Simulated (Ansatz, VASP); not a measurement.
# NaCl in VASP and in Ansatz

```
CELL_PARAMETERS angstrom
0.00000 2.87813 2.87813
2.87813 0.00000 2.87813
2.87813 2.87813 0.00000
ATOMIC_POSITIONS crystal
Na 0.00000 0.00000 0.00000
Cl 0.50000 0.50000 0.50000
```

Change from the starting cell: hydrostatic strain +2.7%.

Alike in both runs: task single point; functional r2SCAN; k mesh 8 × 8 × 8; no spin polarisation.

|  | VASP | Ansatz |
| --- | --- | --- |
| version | VASP 6.6.1 | Ansatz 0.2.0 |
| potentials or method | VASP PAW PBE potentials, release 64 (Na_pv, Cl) | plane waves, PAW |
| plane-wave cutoff (eV) | 520 | 500 |
| occupations | gaussian, width 0.01 eV | fixed |
| valence electrons in the cell | 14 | 16 |

Ansatz gave:

| Quantity | Value |
| --- | --- |
| gap on the k mesh at the Fermi level (eV) | 5.66 |
| pressure (GPa) | -1.8 |

Problem. Estimate VASP's values.

Solution. gap on the k mesh at the Fermi level (eV): 5.68; pressure (GPa): -2.0.

VASP's potentials were made for PBE, not for r2SCAN. VASP's potentials hold 14 valence electrons a cell and Ansatz's 16, so a difference there can come from the potentials and not from the codes.
